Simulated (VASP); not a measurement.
A run of VASP 6.6.1 is set up as follows.

INCAR

```
ALGO     = Normal         # electronic algorithm
DIPOL    = 0.5 0.5 0.503
EDIFF    = 1E-6           # SCF threshold, eV
ENCUT    = 400            # plane-wave cutoff, eV
GGA      = PE             # functional
GGA_COMPAT= F            
IDIPOL   = 3            
ISIF     = 2              # what is computed and relaxed
ISMEAR   = 0              # smearing method
LASPH    = T              # aspherical terms in the spheres
LCHARG   = F              # write CHGCAR
LDIPOL   = T            
LREAL    = F              # projectors in reciprocal space
LWAVE    = F              # write WAVECAR
NBANDS   = 54             # bands
NELM     = 120            # most SCF steps
NELMDL   = -8           
PREC     = Accurate       # precision mode
SIGMA    = 0.1            # smearing width, eV
```

The input KPOINTS:

```
k-points
0
Gamma
  18 18 1
```

The input POSCAR:

```
Sb
1.0
    4.3012006600      0.0000000000      0.0000000000
   -2.1506003300      3.7249490400      0.0000000000
    0.0000000000      0.0000000000     25.9924888534
Sb
6
Direct
    0.3333333333      0.6666666665      0.3270175491
    0.6666666667      0.3333333333      0.3848992319
    0.0000000000      0.0000000000      0.4710591586
    0.3333333333      0.6666666665      0.5306535503
    0.6666666667      0.3333333333      0.6220145074
    0.0000000000      0.0000000000      0.6818450415
```

Potentials or basis: VASP PAW PBE potentials, release 64 (Sb_d_GW).

Run with:

```console
$ cat potpaw_PBE.64/Sb_d_GW/POTCAR > POTCAR
$ mpirun -np 1 vasp_std > vasp.out
```

(1) Estimate the band gap on the k mesh.

(2) Predict the largest force.

## Answers

(1) zero (bands 45 and 46 overlap by 0.14 eV).

(2) 0.377 eV/Å.

Caveat: spin-orbit coupling is left out, which moves the levels of the heavy elements.
